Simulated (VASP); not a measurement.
# Na (Im-3m) in VASP: a series of runs, part 2 of 2

VASP 6.6.1. The steps go on from the part before.

### 3 Single point, PBEsol (volume scaled by 0.97)

INCAR

```
SYSTEM = Na
PREC = Accurate
ENCUT = 520
EDIFF = 1E-7
ISMEAR = 0
SIGMA = 0.1
LREAL = .FALSE.
LASPH = .TRUE.
NELM = 60
ALGO = Normal
ISIF = 2
LWAVE = .FALSE.
LCHARG = .TRUE.
GGA = PS
LELF = .TRUE.
LVHAR = .TRUE.
NBANDS = 10
```

KPOINTS

```
regular mesh
0
G
  14 14 14
  0 0 0
```

POSCAR

```
Na
1.0
   -2.0635247638      2.0635247638      2.0635247638
    2.0635247638     -2.0635247638      2.0635247638
    2.0635247638      2.0635247638     -2.0635247638
Na
1
Direct
    0.0000000000      0.0000000000      0.0000000000
```

Potentials or basis: VASP PAW PBE potentials, release 64 (Na_pv).

Run with:

```
$ cat potpaw_PBE.64/Na_pv/POTCAR > POTCAR
$ mpirun -np 1 vasp_std > vasp.out
```

OUTCAR:

```text
SYSTEM = Na
   PREC = Accurate
   ENCUT = 520
   EDIFF = 1E-7
   ISMEAR = 0
   LREAL = .FALSE.
   LASPH = .TRUE.
   NELM = 60
   ISIF = 2
   GGA = PS

 ion  position               nearest neighbor table
   1  0.000  0.000  0.000-

  LATTYP: Found a body centered cubic cell.
 ALAT       =     4.1270495276

  Lattice vectors:

 A1 = (  -2.0635247638,   2.0635247638,   2.0635247638)
 A2 = (   2.0635247638,  -2.0635247638,   2.0635247638)
 A3 = (   2.0635247638,   2.0635247638,  -2.0635247638)

Analysis of symmetry for initial positions (statically):
=====================================================================
 Subroutine PRICEL returns:
 Original cell was already a primitive cell.

 Routine SETGRP: Setting up the symmetry group for a
 body centered cubic supercell.

 Subroutine GETGRP returns: Found 48 space group operations
 (whereof 48 operations were pure point group operations)
 out of a pool of 48 trial point group operations.

The static configuration has the point symmetry O_h .

Analysis of symmetry for dynamics (positions and initial velocities):
=====================================================================
 Subroutine PRICEL returns:
 Original cell was already a primitive cell.

 Routine SETGRP: Setting up the symmetry group for a
 body centered cubic supercell.

 Subroutine GETGRP returns: Found 48 space group operations
 (whereof 48 operations were pure point group operations)
 out of a pool of 48 trial point group operations.

The dynamic configuration has the point symmetry O_h .

 Subroutine INISYM returns: Found 48 space group operations
 (whereof 48 operations are pure point group operations),
 and found     1 'primitive' translations

----------------------------------------------------------------------------------------

                                     Primitive cell

  volume of cell :      35.1471

  direct lattice vectors                    reciprocal lattice vectors
    -2.063524764  2.063524764  2.063524764     0.000000000  0.242303853  0.242303853
     2.063524764 -2.063524764  2.063524764     0.242303853  0.000000000  0.242303853
     2.063524764  2.063524764 -2.063524764     0.242303853  0.242303853  0.000000000

  length of vectors
     3.574129734  3.574129734  3.574129734     0.342669394  0.342669394  0.342669394

  position of ions in fractional coordinates (direct lattice)
     0.000000000  0.000000000  0.000000000

  ion indices of the primitive-cell ions
   primitive index   ion index
                 1           1

----------------------------------------------------------------------------------------

 KPOINTS: regular mesh

Automatic generation of k-mesh.
 Grid dimensions read from file:
 generate k-points for:   14   14   14

 Generating k-lattice:

  Cartesian coordinates                     Fractional coordinates (reciprocal lattice)
     0.000000000  0.017307418  0.017307418     0.071428571  0.000000000  0.000000000
     0.017307418  0.000000000  0.017307418     0.000000000  0.071428571  0.000000000
     0.017307418  0.017307418  0.000000000     0.000000000  0.000000000  0.071428571

  Length of vectors
     0.024476385  0.024476385  0.024476385

  Shift w.r.t. Gamma in fractional coordinates (k-lattice)
     0.000000000  0.000000000  0.000000000

 Subroutine IBZKPT returns following result:
 ===========================================

 Found    104 irreducible k-points:

 Following reciprocal coordinates:
            Coordinates               Weight
  0.000000  0.000000  0.000000      1.000000
  0.071429  0.000000  0.000000     12.000000
  0.142857  0.000000  0.000000     12.000000
  0.214286  0.000000  0.000000     12.000000
  0.285714  0.000000  0.000000     12.000000
  0.357143  0.000000  0.000000     12.000000
[... 16 lines left out ...]
  0.285714  0.285714  0.000000     24.000000
  0.357143  0.285714 -0.000000     24.000000
 [... further k-points ...]
   k-points           NKPTS =    104   k-points in BZ     NKDIM =    104   number of bands    NBANDS=     10
   number of dos      NEDOS =    301   number of ions     NIONS =      1
   total plane-waves  NPLWV =  21952
   dimension x,y,z NGX =    28 NGY =   28 NGZ =   28
   dimension x,y,z NGXF=    56 NGYF=   56 NGZF=   56
   ions per type =               1
   NGX,Y,Z   is equivalent  to a cutoff of  13.02, 13.02, 13.02 a.u.
   NGXF,Y,Z  is equivalent  to a cutoff of  26.05, 26.05, 26.05 a.u.
 SYSTEM =  Na
   PREC   = accura    normal or accurate (medium, high low for compatibility)
   ISTART =      0    job   : 0-new  1-cont  2-samecut
   ICHARG =      2    charge: 1-file 2-atom 10-const
   ISPIN  =      1    spin polarized calculation?
   LNONCOLLINEAR =      F non collinear calculations
   LSORBIT =      F    spin-orbit coupling
   LASPH  =      T    aspherical Exc in radial PAW
   ENCUT  =  520.0 eV  38.22 Ry    6.18 a.u.   6.65  6.65  6.65*2*pi/ulx,y,z
   NELM   =     60;   NELMIN=  2; NELMDL= -5     # of ELM steps
   EDIFF  = 0.1E-06   stopping-criterion for ELM
   LREAL  =      F    real-space projection
   EDIFFG = 0.1E-05   stopping-criterion for IOM
   NSW    =      0    number of steps for IOM
   IBRION =     -1    ionic relax: 0-MD 1-quasi-New 2-CG
   NFREE  =      0    steps in history (QN), initial steepest desc. (CG)
   ISIF   =      2    stress and relaxation
   ISYM   =      2    0-nonsym 1-usesym 2-fastsym
   POTIM  = 0.5000    time-step for ionic-motion
   TEBEG  =    0.0;   TEEND  =   0.0 temperature during run
   PSTRESS=    0.0 pullay stress
   NELECT =       7.0000    total number of electrons
   NUPDOWN=      -1.0000    fix difference up-down
   EMIN   =  10.00;   EMAX   =-10.00  energy-range for DOS
   EFERMI =   0.00;   METHOD = LEGACY
   ISMEAR =     0;   SIGMA  =   0.10  broadening in eV -4-tet -1-fermi 0-gaus
   EFERMI_NEDOS =   21; number of points for ismear=-14 and -15
   IALGO  =     38    algorithm
   IMIX   =      4    mixing-type and parameters
     AMIX     =   0.40;   BMIX     =  1.00
     AMIX_MAG =   1.60;   BMIX_MAG =  1.00
  volume/ion in A,a.u.               =      35.15       237.18
  Fermi-wavevector in a.u.,A,eV,Ry     =   0.956044  1.806661 12.435996  0.914020
  Thomas-Fermi vector in A             =   2.084936
   LORBIT       =      0    0 simple, 1 ext, 2 COOP (PROOUT), +10 PAW based schemes
   GGA     = PS    functional components
   LHFCALC =     F    Hartree Fock is set to
   AEXX    =    0.0000 exact exchange contribution
   IVDW    =     0    specifies the selected vdW correction
   LEPSILON=     F    determine dielectric tensor
   LRPA    =     F    only Hartree local field effects (RPA)
 non-spin polarized calculation
 Gauss-broadening in eV      SIGMA  =   0.10
  energy-cutoff  :      520.00
  volume of cell :       35.15
 maximum number of plane-waves:       962
   NGX = 13   NGY = 13   NGZ = 13

 number of electron       6.9999987 magnetization

 Free energy of the ion-electron system (eV)
  ---------------------------------------------------
  ext. energy  EPLUGINS =         0.00000000
  ---------------------------------------------------
  free energy    TOTEN  =        -1.39945588 eV

  energy without entropy =       -1.39646976  energy(sigma->0) =       -1.39796282

 E-fermi :   0.4340     XC(G=0):  -6.6434

 val. band max:        0.4069027867   @ k =  -0.3571   0.4286   0.1429
 cond. band min:       0.4895173501   @ k =   0.3571   0.0714   0.0714
 fundamental gap:      0.0826145634
 Fermi energy:         0.4340133135

 k-point     1 :       0.0000    0.0000    0.0000
  band No.  band energies     occupation
      1     -24.2836      2.00000
      2     -24.2836      2.00000
      3     -24.2836      2.00000
      4      -2.9315      2.00000
      5      12.5432      0.00000
      6      12.5432      0.00000
      7      12.5432      0.00000
      8      13.5802      0.00000
      9      13.5802      0.00000
     10      14.1454      0.00000
[... 287 lines left out ...]
 k-point    24 :       0.3571    0.2857   -0.0000
  band No.  band energies     occupation
      1     -24.3168      2.00000
      2     -24.3101      2.00000
      3     -24.2889      2.00000
      4       2.2074      0.00000
      5       2.6532      0.00000
      6       4.0098      0.00000
      7       8.7761      0.00000
      8      13.1020      0.00000
      9      14.0214      0.00000
     10      15.2717      0.00000

 [... further k-points ...]

------------------------ aborting loop because EDIFF is reached ----------------------------------------

  FORCE on cell =-STRESS in cart. coord.  units (eV):
  Direction    XX          YY          ZZ          XY          YZ          ZX
  --------------------------------------------------------------------------------------
  -------------------------------------------------------------------------------------
  Total        0.0581299      0.0581299      0.0581299      0.0000000      0.0000000      0.0000000
  in kB        2.6498475      2.6498475      2.6498475      0.0000000      0.0000000      0.0000000
  external PRESSURE =       2.6498475 kB  Pullay stress =       0.0000000 kB

 VOLUME and BASIS-vectors are now :
 -----------------------------------------------------------------------------
  energy-cutoff  :      520.00
  volume of cell :       35.15
      direct lattice vectors                 reciprocal lattice vectors
    -2.063524764  2.063524764  2.063524764     0.000000000  0.242303853  0.242303853
     2.063524764 -2.063524764  2.063524764     0.242303853  0.000000000  0.242303853
     2.063524764  2.063524764 -2.063524764     0.242303853  0.242303853  0.000000000

 POSITION                                       TOTAL-FORCE (eV/Angst)
 -----------------------------------------------------------------------------------
      0.00000      0.00000      0.00000        -0.000000     -0.000000     -0.000000
 -----------------------------------------------------------------------------------
    total drift:                               -0.000000     -0.000000     -0.000000

  FREE ENERGIE OF THE ION-ELECTRON SYSTEM (eV)
  ---------------------------------------------------
  free  energy   TOTEN  =        -1.3994558755 eV

  energy  without entropy=       -1.3964697644  energy(sigma->0) =       -1.39796282
```

OSZICAR:

```text
N       E                     dE             d eps       ncg     rms          rms(c)
DAV:   1     0.279425912119E+02    0.27943E+02   -0.37833E+03  2086   0.592E+02
DAV:   2    -0.789116488066E+00   -0.28732E+02   -0.28585E+02  2160   0.150E+02
DAV:   3    -0.139719071829E+01   -0.60807E+00   -0.60754E+00  2596   0.233E+01
DAV:   4    -0.140184118194E+01   -0.46505E-02   -0.46501E-02  2452   0.198E+00
DAV:   5    -0.140189746523E+01   -0.56283E-04   -0.56283E-04  2410   0.215E-01    0.243E-01
DAV:   6    -0.140007362501E+01    0.18238E-02   -0.28473E-03  2420   0.782E-01    0.145E-01
DAV:   7    -0.139950885835E+01    0.56477E-03   -0.24849E-03  2380   0.654E-01    0.454E-02
DAV:   8    -0.139945566905E+01    0.53189E-04   -0.19498E-04  2384   0.243E-01    0.198E-03
DAV:   9    -0.139945588716E+01   -0.21811E-06   -0.79289E-07  2380   0.934E-03    0.109E-03
DAV:  10    -0.139945587549E+01    0.11675E-07   -0.48360E-08  2282   0.195E-03
   1 F= -.13994559E+01 E0= -.13979628E+01  d E =-.298611E-02
```

stdout:

```text
POSCAR found type information on POSCAR Na
 POSCAR found :  1 types and       1 ions
 scaLAPACK will be used
 -----------------------------------------------------------------------------
|                                                                             |
|                                                                             |
|     You enforced a specific xc type in the INCAR file but a different       |
|     I HOPE YOU KNOW WHAT YOU ARE DOING!                                     |
|                                                                             |
 -----------------------------------------------------------------------------

 LDA part: xc-table for (Slater+PW92), standard interpolation
 POSCAR, INCAR and KPOINTS ok, starting setup
 FFT: planning ... GRIDC
 FFT: planning ... GRID_SOFT
 FFT: planning ... GRID
 WAVECAR not read
 entering main loop
```

Wall time 31 s (1 thread of Intel Xeon Platinum 8259CL at 2.50GHz (Skylake/Cascade Lake), shared host); peak memory 0.16 GiB.

Results:

```
Free energy : -1.3995 eV
Pressure    : 0.3 GPa
```

Levels at points of the mesh, in eV from the Fermi level:
| k point | band 1 | band 2 | band 3 | band 4 | band 5 | band 6 |
| --- | --- | --- | --- | --- | --- | --- |
| (0.00, 0.00, 0.00) | -24.72 | -24.72 | -24.72 | -3.37 | 12.11 | 12.11 |
| (0.50, 0.00, 0.00) | -24.76 | -24.73 | -24.72 | 0.79 | 1.31 | 8.45 |
| (0.50, 0.50, 0.50) | -24.75 | -24.75 | -24.75 | 4.63 | 4.63 | 5.10 |

Caveat: the PAW data sets were made with another functional, which shifts forces and pressure a little.
